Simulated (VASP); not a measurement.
A run of VASP 6.6.1 is set up as follows.

INCAR

```
SYSTEM = Be2C
PREC = Accurate
ENCUT = 600
EDIFF = 1E-7
ISMEAR = -1
SIGMA = 0.02
LREAL = .FALSE.
LASPH = .TRUE.
NELM = 120
ALGO = Normal
ISIF = 3
LWAVE = .FALSE.
LCHARG = .FALSE.
GGA = PS
IBRION = 2
NSW = 80
EDIFFG = -0.005
GGA_COMPAT = .FALSE.
NELMIN = 4
```

File KPOINTS:

```
Automatic mesh
0
G
  10 10 10
  0 0 0
```

The input POSCAR:

```
Be2C
1.0
    0.0000000000      2.1641921607      2.1641921607
    2.1641921607      0.0000000000      2.1641921607
    2.1641921607      2.1641921607      0.0000000000
Be C
2 1
Direct
    0.7500000000      0.7500000000      0.7500000000
    0.2500000000      0.2500000000      0.2500000000
    0.0000000000      0.0000000000      0.0000000000
```

Potentials or basis: VASP PAW PBE potentials, release 64 (Be, C).

The run is started by

```bash
$ cat potpaw_PBE.64/Be/POTCAR potpaw_PBE.64/C/POTCAR > POTCAR
$ mpirun -np 1 vasp_std > vasp.out
```

Problem. Estimate the space group after relaxing (to 0.1 Å).

Solution. Fm-3m (No. 225).

Problem. Estimate the relaxed volume.

Solution. 6.69 Å³/atom.

Problem. Estimate the relaxed cell.

Solution. a = 3.051 Å, b = 3.051 Å, c = 3.051 Å, α = 60.00°, β = 60.00°, γ = 60.00°.

Problem. Predict the band gap on the k mesh.

Solution. 1.06 eV (least direct gap 4.10 eV).

The path:
```
step  energy change (eV)  largest force (eV/Å)  pressure (GPa)  volume (Å³)
   1              0.0000                0.0000           -1.92        20.27
   2             -0.0011                0.0000            0.46        20.04
   3             -0.0012                0.0000            0.01        20.08
```

Caveat: the PAW data sets were made with another functional, which shifts forces and pressure a little. A k mesh can miss the band edges.
